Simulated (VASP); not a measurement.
# Ag (Fm-3m) in VASP: further runs, part 2 of 2

VASP 6.6.1. The steps go on from the part before.

## Step 3: Relaxation of cell and atoms, r2SCAN

Contents of POSCAR:

```
Ag
1.0
    0.0000000000      2.0521781800      2.0521781800
    2.0521781800      0.0000000000      2.0521781800
    2.0521781800      2.0521781800      0.0000000000
Ag
1
Direct
    0.0000000000      0.0000000000      0.0000000000
```

Contents of INCAR.step1:

```
ALGO     = Normal         # electronic algorithm
EDIFF    = 1E-4           # SCF threshold, eV
ENCUT    = 600            # plane-wave cutoff, eV
GGA      = PE             # functional
ISMEAR   = 0              # smearing method
LASPH    = T              # aspherical terms in the spheres
LCHARG   = F              # write CHGCAR
LREAL    = F              # projectors in reciprocal space
LWAVE    = T              # write WAVECAR
NELM     = 100            # most SCF steps
PREC     = Accurate       # precision mode
SIGMA    = 0.1            # smearing width, eV
```

Contents of INCAR.step2:

```
ALGO     = Normal         # electronic algorithm
EDIFF    = 1E-6           # SCF threshold, eV
EDIFFG   = -0.005         # ionic threshold
ENCUT    = 600            # plane-wave cutoff, eV
IBRION   = 2              # ionic algorithm
ISIF     = 3              # what is computed and relaxed
ISMEAR   = 0              # smearing method
ISTART   = 1            
LASPH    = T              # aspherical terms in the spheres
LCHARG   = F              # write CHGCAR
LMIXTAU  = T            
LREAL    = F              # projectors in reciprocal space
LWAVE    = F              # write WAVECAR
METAGGA  = R2SCAN         # meta-GGA
NELM     = 100            # most SCF steps
NSW      = 100            # ionic steps
PREC     = Accurate       # precision mode
SIGMA    = 0.1            # smearing width, eV
```

Contents of KPOINTS:

```
k-points
0
Gamma
  18 18 18
```

Potentials or basis: VASP PAW PBE potentials, release 64 (Ag).

Run with:

```sh
$ cat potpaw_PBE.64/Ag/POTCAR > POTCAR
$ cp INCAR.step1 INCAR
$ mpirun -np 1 vasp_std > vasp.out
$ cp INCAR.step2 INCAR
$ mpirun -np 1 vasp_std > vasp.out
```

OUTCAR:

```text
EDIFF = 1E-6
   EDIFFG = -0.005
   ENCUT = 600
   IBRION = 2
   ISIF = 3
   ISMEAR = 0
   ISTART = 1
   LASPH = T
   LREAL = F
   METAGGA = R2SCAN
   NELM = 100
   NSW = 100
   PREC = Accurate

 ion  position               nearest neighbor table
   1  0.000  0.000  0.000-

  LATTYP: Found a face centered cubic cell.
 ALAT       =     4.1043563600

  Lattice vectors:

 A1 = (   0.0000000000,   2.0521781800,   2.0521781800)
 A2 = (   2.0521781800,   0.0000000000,   2.0521781800)
 A3 = (   2.0521781800,   2.0521781800,   0.0000000000)

Analysis of symmetry for initial positions (statically):
=====================================================================
 Subroutine PRICEL returns:
 Original cell was already a primitive cell.

 Routine SETGRP: Setting up the symmetry group for a
 face centered cubic supercell.

 Subroutine GETGRP returns: Found 48 space group operations
 (whereof 48 operations were pure point group operations)
 out of a pool of 48 trial point group operations.

The static configuration has the point symmetry O_h .

Analysis of symmetry for dynamics (positions and initial velocities):
[... 165 lines left out ...]
  -------------------------------------------------------------------------------------
  Total        0.0112291      0.0112291      0.0112291      0.0000000      0.0000000     -0.0000000
  in kB        1.0408330      1.0408330      1.0408330      0.0000000      0.0000000     -0.0000000
  external PRESSURE =       1.0408330 kB  Pullay stress =       0.0000000 kB
[... 57 lines left out ...]
--------------------------------------- Ionic step        3  -------------------------------------------

 number of electron      10.9999999 magnetization

 Free energy of the ion-electron system (eV)
  ---------------------------------------------------
  ext. energy  EPLUGINS =         0.00000000
  ---------------------------------------------------
  free energy    TOTEN  =       -21.36029468 eV

  energy without entropy =      -21.35927950  energy(sigma->0) =      -21.35978709

 E-fermi :   8.1998     XC(G=0): -12.8675

 val. band max:        8.1669261263   @ k =   0.5000   0.1667   0.0556
 cond. band min:       8.3209170010   @ k =   0.5000   0.3333   0.1111
 fundamental gap:      0.1539908747
 Fermi energy:         8.1998219557

 k-point     1 :       0.0000    0.0000    0.0000
  band No.  band energies     occupation
      1       0.3834      2.00000
      2       3.1453      2.00000
      3       3.1453      2.00000
      4       3.1453      2.00000
      5       4.1633      2.00000
      6       4.1633      2.00000
      7      24.8507      0.00000
      8      28.4882      0.00000
      9      28.4882      0.00000
[... 265 lines left out ...]
 k-point    24 :      -0.2222    0.0556    0.0000
  band No.  band energies     occupation
      1       1.7510      2.00000
      2       3.2046      2.00000
      3       3.3869      2.00000
      4       3.4393      2.00000
      5       4.1214      2.00000
      6       4.5010      2.00000
      7      20.1077      0.00000
      8      25.0066      0.00000
      9      27.4338      0.00000

 [... further k-points ...]
[... 5 lines left out ...]
  --------------------------------------------------------------------------------------
  -------------------------------------------------------------------------------------
  Total        0.0021079      0.0021079      0.0021079      0.0000000     -0.0000000      0.0000000
  in kB        0.1952142      0.1952142      0.1952142      0.0000000     -0.0000000      0.0000000
  external PRESSURE =       0.1952142 kB  Pullay stress =       0.0000000 kB
[... 16 lines left out ...]
  FREE ENERGIE OF THE ION-ELECTRON SYSTEM (eV)
  ---------------------------------------------------
  free  energy   TOTEN  =       -21.3602946828 eV

  energy  without entropy=      -21.3592795027  energy(sigma->0) =      -21.35978709

 reached required accuracy - stopping structural energy minimisation
```

OUTCAR.step1:

```text
EDIFF = 1E-4
   ENCUT = 600
   GGA = PE
   ISMEAR = 0
   LASPH = T
[... 503 lines left out ...]

 POSITION                                       TOTAL-FORCE (eV/Angst)
 -----------------------------------------------------------------------------------
      0.00000      0.00000      0.00000        -0.000000     -0.000000     -0.000000
 -----------------------------------------------------------------------------------
    total drift:                               -0.000000      0.000000     -0.000000

  FREE ENERGIE OF THE ION-ELECTRON SYSTEM (eV)
  ---------------------------------------------------
  free  energy   TOTEN  =        -2.7155831293 eV

  energy  without entropy=       -2.7145841195  energy(sigma->0) =       -2.71508362
```

Wall time 2.4 min (1 thread of Intel Xeon Platinum 8259CL at 2.50GHz (Skylake/Cascade Lake), shared host); peak memory 0.18 GiB.

What came out:

```yaml
Free_energy: -21.3603 eV
Relaxed_volume: 17.30 Å³/atom
Relaxed_cell: a = 2.903 Å, b = 2.903 Å, c = 2.903 Å, α = 60.00°, β = 60.00°, γ = 60.00°
Space_group_after_relaxing_to_0.05_Å: Fm-3m (No. 225)
Energy_gained_by_relaxing: 0.0 meV/atom
Ionic_steps: 3
Pressure_after_relaxing: 0.0 GPa
```

Final structure:
```cif
data_structure
_symmetry_space_group_name_H-M 'P 1'
_symmetry_Int_Tables_number 1
_cell_length_a 2.9030
_cell_length_b 2.9030
_cell_length_c 2.9030
_cell_angle_alpha 60.000
_cell_angle_beta 60.000
_cell_angle_gamma 60.000
_cell_volume 17.30
loop_
_atom_site_label
_atom_site_type_symbol
_atom_site_fract_x
_atom_site_fract_y
_atom_site_fract_z
_atom_site_occupancy
Ag1 Ag 0.00000 0.00000 0.00000 1
```

Levels at points of the mesh, in eV from the Fermi level:
```tsv
k point	band 2	band 3	band 4	band 5	band 6	band 7	band 8	band 9
(0.00, 0.00, 0.00)	-5.05	-5.05	-5.05	-4.04	-4.04	16.65	20.29	20.29
(0.50, 0.00, 0.00)	-5.08	-5.08	-3.24	-3.24	-0.26	3.66	15.89	18.49
(0.50, 0.50, 0.00)	-6.55	-3.28	-3.03	-3.03	1.77	6.89	11.09	11.09
```

Caveat: the PAW data sets were made with another functional, which shifts forces and pressure a little.
